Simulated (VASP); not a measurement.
BN, 2 atoms in the cell. It takes space group F-43m (No. 216, cubic). Conventional cell: a = 3.610 Å, b = 3.610 Å, c = 3.610 Å, α = 90.00°, β = 90.00°, γ = 90.00°. Within 2.1 Å of B (site symmetry -43m) lie 4 N at 1.56 Å. N (site symmetry -43m) has 4 B at 1.56 Å within 2.1 Å. 

| Item | Value |
| --- | --- |
| Program | VASP 6.6.1 |
| Task | G0W0 quasiparticle levels |
| Functional | PBE |
| Potentials or basis | VASP PAW PBE potentials, release 64 (B_GW, N_GW) |
| Cutoff | 500 eV |
| k mesh | 8 × 8 × 8 |
| Occupations | gaussian, width 0.01 eV |
| Spin | no spin polarisation |
| Dipole correction | no |
| GW scheme | G0W0 |
| GW iterations | 1 |
| Cutoff of the response function | 180 |
| Frequency points | 96 |
| Empty bands | 64 |
| Further INCAR settings | ALGO = EVGW0; EDIFF = 1e-08; NBANDS = 68 |

Potentials or basis: VASP PAW PBE potentials, release 64 (B_GW, N_GW).

The run is started by

```console
$ cat potpaw_PBE.64/B_GW/POTCAR potpaw_PBE.64/N_GW/POTCAR > POTCAR
$ cp INCAR.step1 INCAR
$ mpirun -np 1 vasp_std > vasp.out
$ cp INCAR.step2 INCAR
$ mpirun -np 1 vasp_std > vasp.out
$ cp INCAR.step3 INCAR
$ mpirun -np 1 vasp_std > vasp.out
```

Hardware: 1 thread of AMD EPYC 9R45 96-Core Processor (Zen 5), on a shared host.

How long does it take, and how much memory?

It took 4.9 min on 1 thread of AMD EPYC 9R45 96-Core Processor (Zen 5) (shared host), peak memory 0.48 GiB. Counts: k points 29.
